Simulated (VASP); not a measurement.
Ir: single point with revPBE

The system is Ir.

```
CELL_PARAMETERS angstrom
2.86273 0.00000 0.00000
-1.43137 2.47920 0.00000
0.00000 0.00000 4.64240
ATOMIC_POSITIONS crystal
Ir 0.33333 0.66667 0.25000
Ir 0.66667 0.33333 0.75000
```

This cell differs from its parent crystal: volume scaled by 1.12.

* Program: VASP 6.6.1
* Task: single point
* Functional: revPBE
* Potentials or basis: VASP PAW PBE potentials, release 64 (Ir)
* Cutoff: 520 eV
* k mesh: 15 × 15 × 8
* Occupations: fermi-dirac, width 0.1 eV
* Spin: no spin polarisation
* Dipole correction: no
* Further INCAR settings: ALGO = Normal; EDIFF = 1e-06; NBANDS = 16

```
Pressure               : -27.7 GPa
Band gap on the k mesh : zero (band 9 reaches 8.81 eV, above the bottom of band 10 at 6.32 eV)
```

Stress tensor (GPa, compression positive):
```
-27.50   0.00   0.00
  0.00 -27.50   0.00
  0.00   0.00 -28.25
```

Levels at points of the mesh, in eV from the Fermi level:
| k point | band 5 | band 6 | band 7 | band 8 | band 9 | band 10 | band 11 | band 12 | band 13 | band 14 |
| --- | --- | --- | --- | --- | --- | --- | --- | --- | --- | --- |
| (0.00, 0.00, 0.00) | -3.01 | -2.50 | -2.50 | -1.87 | -1.87 | -0.36 | 0.22 | 0.22 | 5.80 | 14.39 |
| (0.00, 0.00, 0.50) | -3.11 | -3.11 | -3.11 | -3.11 | -0.39 | -0.39 | -0.39 | -0.39 | 13.07 | 13.07 |

It took 36 s on 1 thread of Intel(R) Xeon(R) Platinum 8488C (Sapphire Rapids), with other jobs on the host, peak memory 0.2 GiB.

Caveat: the PAW data sets were made with another functional, which shifts forces and pressure a little; spin-orbit coupling is left out, which moves the levels of the heavy elements.
